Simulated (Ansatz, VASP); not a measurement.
AlNi in VASP and in Ansatz

```
Al Ni
1.0
     2.88100    0.00000    0.00000
     0.00000    2.88100    0.00000
     0.00000    0.00000    2.88100
Al Ni
1 1
Direct
  0.00000 0.00000 0.00000
  0.50000 0.50000 0.50000
```

Alike in both runs: task single point; functional BLYP; k mesh 10 × 10 × 10; occupations fermi-dirac, width 0.1 eV; collinear spin.

```csv
,VASP,Ansatz
version,VASP 6.6.1,Ansatz 0.2.0
potentials or method,"VASP PAW PBE potentials, release 64 (Al, Ni), cutoff 520 eV","plane waves, PAW"
valence electrons in the cell,13,21
```

Ansatz gave:

| Property | Result |
| --- | --- |
| pressure (GPa) | 6.7 |
| net moment per atom (μB) | 0.00 |

Problem. Estimate VASP's values.

Solution. Pressure (GPa): 7.0; net moment per atom (μB): 0.00.

VASP's potentials were made for PBE, not for BLYP. VASP's potentials hold 13 valence electrons a cell and Ansatz's 21, so a difference there can come from the potentials and not from the codes. Ansatz's warnings: seeded moment not kept.
